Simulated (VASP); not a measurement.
Write the native input for VASP 6.6.1 that does the following.

| Property | Result |
| --- | --- |
| Task | relaxation of cell and atoms |
| Functional | PBE |
| Potentials or basis | VASP PAW PBE potentials, release 64 (Tm_3, H, Os), 4f in core |
| Cutoff | 600 eV |
| k mesh | 6 × 6 × 5 |
| Occupations | gaussian, width 0.2 eV |
| Spin | no spin polarisation |
| Dipole correction | no |
| Further INCAR settings | ALGO = Normal; EDIFF = 1e-07; IBRION = 2; EDIFFG = -0.08; NSW = 36; ISIF = 3 |

The structure of TmHOs lies in POSCAR:

```
TmHOs
1.0
    2.3697404100     -2.6409381000      0.0000000000
    2.3697404100      2.6409381000      0.0000000000
    0.0000000000      0.0000000000      4.3809448400
Tm H Os
1 1 1
Direct
    0.5000000000      0.5000000000      0.5000000000
    0.0000000000      0.0000000000      0.5000000000
    0.0000000000      0.0000000000      0.0000000000
```

The cell was generated, and may not be a known phase.

The input as run:

INCAR

```
SYSTEM = TmHOs
  PREC = Accurate
  ENCUT = 600
  EDIFF = 1E-7
  ISMEAR = 0
  SIGMA = 0.2
  LREAL = .FALSE.
  LASPH = .TRUE.
  NELM = 200
  ALGO = Normal
  ISIF = 3
  LWAVE = .FALSE.
  LCHARG = .FALSE.
  GGA = PE
  IBRION = 2
  NSW = 36
  EDIFFG = -0.08
  GGA_COMPAT = .FALSE.
  NELMIN = 4
  LMAXMIX = 6
```

KPOINTS

```
regular mesh
0
G
  6 6 5
  0 0 0
```

Potentials or basis: VASP PAW PBE potentials, release 64 (Tm_3, H, Os), 4f in core.

Launch:

```console
$ cat potpaw_PBE.64/Tm_3/POTCAR potpaw_PBE.64/H/POTCAR potpaw_PBE.64/Os/POTCAR > POTCAR
$ mpirun -np 1 vasp_std > vasp.out
```

It gave:

```
Relaxed volume                        : 13.76 Å³/atom
Relaxed cell                          : a = 3.350 Å, b = 3.350 Å, c = 3.677 Å, α = 90.00°, β = 90.00°, γ = 89.94°
Space group after relaxing (to 0.1 Å) : P4/mmm (No. 123)
Energy gained by relaxing             : 545.1 meV/atom
Ionic steps                           : 9
Pressure after relaxing               : 0.0 GPa
Band gap on the k mesh                : zero (bands 9 and 10 overlap by 1.90 eV)
```

Caveat: the volume moved by over 15 % at a fixed basis, so the end points are rough; spin-orbit coupling is left out, which moves the levels of the heavy elements; the 4f electrons are frozen in the core, so they carry no moment and show no levels.

Wall time 98 s on 1 thread of Intel(R) Xeon(R) 6975P-C (Granite Rapids) (shared host), peak memory 0.21 GiB.
